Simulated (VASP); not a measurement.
The system is C.

```xyz
6
Lattice="4.2123 0.0000 0.0000 -2.1062 3.6480 0.0000 0.0000 0.0000 3.5743" Properties=species:S:1:pos:R:3 pbc="T T T"
C     2.5274    1.4592    0.5957
C     1.6849    1.4592    2.9786
C     2.1062    0.7296    1.7871
C    -0.4212    2.1888    0.5957
C     0.4212    2.1888    2.9786
C     0.0000    2.9184    1.7871
```

The cell was generated, and may not be a known phase.

| Item | Value |
| --- | --- |
| Program | VASP 6.6.1 |
| Task | relaxation of cell and atoms |
| Functional | PBE |
| Potentials or basis | VASP PAW PBE potentials, release 64 (C) |
| Cutoff | 600 eV |
| k mesh | 6 × 6 × 6 |
| Occupations | gaussian, width 0.1 eV |
| Spin | no spin polarisation |

At the start: pressure -6.7 GPa; volume 9.15 Å³/atom.

Task: Where does the relaxation end?

Result: Over 8 steps the energy falls by 128.8 meV/atom and the volume is 8.48 Å³/atom (-7.3 %); space group P6_222 (No. 180, to 0.1 Å) before and after.

Step by step:
| step | energy change (eV) | largest force (eV/Å) | pressure (GPa) | volume (Å³) |
| --- | --- | --- | --- | --- |
| 1 | 0.0000 | 0.5297 | -6.70 | 54.92 |
| 2 | -0.3767 | 3.7458 | 3.65 | 51.65 |
| 3 | -0.5677 | 1.7648 | -2.47 | 52.82 |
| 4 | -0.4732 | 2.0071 | -4.59 | 50.13 |
| 5 | -0.7637 | 0.0497 | -3.65 | 51.63 |
| 6 | -0.7638 | 0.0061 | -3.68 | 51.60 |
| 7 | -0.7664 | 0.0065 | 3.22 | 50.32 |
| 8 | -0.7728 | 0.0021 | -0.02 | 50.90 |

Final structure:
```
CELL_PARAMETERS angstrom
3.93933 0.00000 0.00000
-1.96967 3.41156 0.00000
0.00000 0.00000 3.78759
ATOMIC_POSITIONS crystal
C 0.79605 0.39803 0.16667
C 0.60197 0.39803 0.83333
C 0.60197 0.20395 0.50000
C 0.20395 0.60197 0.16667
C 0.39803 0.60197 0.83333
C 0.39803 0.79605 0.50000
```

Caveat: this functional lacks dispersion, which binds layers or chains, so the pressure and a relaxed spacing across them are unreliable.
